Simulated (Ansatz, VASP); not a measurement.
# PbF2: VASP beside Ansatz

```
Pb F
1.0
     0.00000    2.94059    2.94059
     2.94059    0.00000    2.94059
     2.94059    2.94059    0.00000
Pb F
1 2
Direct
  0.00000 0.00000 0.00000
  0.25000 0.25000 0.25000
  0.75000 0.75000 0.75000
```

Alike in both runs: task single point; functional r2SCAN; k mesh 8 × 8 × 8; occupations gaussian, width 0.05 eV; no spin polarisation.

|  | VASP | Ansatz |
| --- | --- | --- |
| version | VASP 6.6.1 | Ansatz 0.2.0 |
| potentials or method | VASP PAW PBE potentials, release 64 (Pb_d, F), cutoff 520 eV | scalar-relativistic, plane waves, PAW |
| valence electrons in the cell | 28 | 28 |

```csv
,VASP,Ansatz,Ansatz less VASP
gap on the k mesh at the Fermi level (eV),4.92,4.92,-0.001
least direct gap on the mesh (eV),5.07,5.07,-0.003
pressure (GPa),1.6,1.7,+0.06
```

VASP's potentials were made for PBE, not for r2SCAN. With one functional, cell and mesh, what is left measures potentials, basis and numerics.

Spin-orbit coupling is off throughout.
